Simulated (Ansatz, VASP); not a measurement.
**Mg16O: VASP beside Ansatz**

```
Mg O
1.0
     6.42014    0.00000    0.00000
    -3.21007    5.56000    0.00000
     0.00000    0.00000   24.71478
Mg O
16 1
Direct
  0.33333 0.16667 0.16185
  0.33333 0.66667 0.16185
  0.83333 0.16667 0.16185
  0.83333 0.66667 0.16185
  0.16667 0.33333 0.26579
  0.16667 0.83333 0.26579
  0.66667 0.33333 0.26579
  0.66667 0.83333 0.26579
  0.33333 0.16667 0.36828
  0.33333 0.66667 0.36828
  0.83333 0.16667 0.36828
  0.83333 0.66667 0.36828
  0.16667 0.33333 0.47400
  0.16667 0.83333 0.47400
  0.66667 0.33333 0.47400
  0.66667 0.83333 0.47400
  0.16667 0.33333 0.60064
```

Alike in both runs: task single point; functional PBE; k mesh 6 × 6 × 1; occupations gaussian, width 0.1 eV; no spin polarisation.

|  | VASP | Ansatz |
| --- | --- | --- |
| version | VASP 6.6.1 | Ansatz 0.2.0 |
| potentials or method | VASP PAW PBE potentials, release 64 (Mg, O), cutoff 520 eV | scalar-relativistic, plane waves, PAW |
| valence electrons in the cell | 38 | 166 |

|  | VASP | Ansatz | Ansatz less VASP |
| --- | --- | --- | --- |
| gap on the k mesh at the Fermi level (eV) | none | none | - |
| rms of the force components (eV/Å) | 0.291 | 0.292 | +0.0012 |

Atom by atom the forces differ by 0.003 eV/Å (rms over components). A gap of «none» marks a metal or a gap that the smearing closes. VASP's potentials hold 38 valence electrons a cell and Ansatz's 166, so a difference there can come from the potentials and not from the codes.
